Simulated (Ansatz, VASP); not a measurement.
Two plane-wave programs on Cd3SnS4

```
Cd Sn S
1.0
    -2.80174    2.80174    5.53810
     2.80174   -2.80174    5.53810
     2.80174    2.80174   -5.53810
Cd Sn S
3 1 4
Direct
  0.50000 0.50000 0.00000
  0.75000 0.25000 0.50000
  0.25000 0.75000 0.50000
  0.00000 0.00000 0.00000
  0.00000 0.50000 0.50000
  0.50000 0.00000 0.50000
  0.25832 0.25832 0.00000
  0.74168 0.74168 0.00000
```

Change from the starting cell: species swapped into the Ce4GeS3 type (I4/mmm, No. 139).

Alike in both runs: functional PBE; k mesh 8 × 8 × 8; occupations gaussian, width 0.1 eV; no spin polarisation.

Ansatz relaxed the structure, and its values are those at the end. VASP's run is a single point on that final structure, the one shown.

|  | VASP | Ansatz |
| --- | --- | --- |
| version | VASP 6.6.1 | Ansatz 0.2.0 |
| potentials or method | VASP PAW PBE potentials, release 64 (Cd, Sn_d, S), cutoff 520 eV | scalar-relativistic, plane waves, PAW |
| valence electrons in the cell | 74 | 98 |

|  | VASP | Ansatz | Ansatz less VASP |
| --- | --- | --- | --- |
| gap on the k mesh at the Fermi level (eV) | none | none | - |
| pressure (GPa) | 0.2 | 0.0 | -0.21 |
| rms of the force components (eV/Å) | 0.006 | 0.000 | -0.0062 |

A gap of «none» marks a metal or a gap that the smearing closes. VASP's potentials hold 74 valence electrons a cell and Ansatz's 98, so a difference there can come from the potentials and not from the codes.
